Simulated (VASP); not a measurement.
Si: single point with PBE

Si:

```
CELL_PARAMETERS angstrom
5.46952 0.00000 0.00000
0.00000 2.73476 -2.73476
0.00000 9.22982 7.17875
ATOMIC_POSITIONS crystal
Si 0.50000 0.90626 0.24998
Si 0.00000 0.34376 0.41665
Si 0.50000 0.78126 0.58332
Si 0.00000 0.21876 0.74998
Si 0.50000 0.65626 0.91665
Si 0.00000 0.46876 0.08332
Si 0.75000 0.84376 0.41665
Si 0.25000 0.28126 0.58332
Si 0.75000 0.71876 0.74998
Si 0.25000 0.15626 0.91665
Si 0.75000 0.96876 0.08332
Si 0.25000 0.40626 0.24998
```

This cell differs from its parent crystal: the part above a cut slid along it.

```json
{
  "Program": "VASP 6.6.1",
  "Task": "single point",
  "Functional": "PBE",
  "Potentials or basis": "VASP PAW PBE potentials, release 64 (Si)",
  "Cutoff": "520 eV",
  "k mesh": "5 × 7 × 3",
  "Occupations": "gaussian, width 0.05 eV",
  "Spin": "no spin polarisation",
  "Dipole correction": "no",
  "Further INCAR settings": "ALGO = Normal; EDIFF = 1e-06; NBANDS = 36"
}
```

```
Pressure               : -1.2 GPa
Largest force          : 1.100 eV/Å
Band gap on the k mesh : zero (bands 24 and 25 overlap by 0.67 eV)
```

Forces in eV/Å, atoms in the order of the input:
```
Si  -0.158 -0.134  0.114
Si  -0.080 -0.026 -0.002
Si  -0.080  0.026  0.002
Si  -0.158  0.134 -0.114
Si   0.516  0.938 -0.253
Si   0.516 -0.938  0.253
Si   0.080 -0.026 -0.002
Si   0.080  0.026  0.002
Si   0.158  0.134 -0.114
Si  -0.516  0.938 -0.253
Si  -0.516 -0.938  0.253
Si   0.158 -0.134  0.114
```

Stress tensor (GPa, compression positive):
```
 1.04  0.00  0.00
 0.00 -6.03  0.64
 0.00  0.64  1.42
```

Levels at points of the mesh, in eV from the Fermi level:
```tsv
k point	band 21	band 22	band 23	band 24	band 25	band 26	band 27	band 28
(0.00, 0.00, 0.00)	-0.34	-0.08	0.16	0.31	0.73	0.92	1.05	2.11
```

It took 4.4 min on 1 thread of Intel(R) Xeon(R) Platinum 8488C (Sapphire Rapids) (shared host), peak memory 0.42 GiB.

Caveat: the cell differs from its parent crystal (the part above a cut slid along it); the stress differs along the axes, from -6 to 1 GPa; semilocal functionals underestimate gaps, and a narrow one can read as zero; forces of over 1 eV/Å act on the atoms, so gaps and moduli don't describe the material at rest.
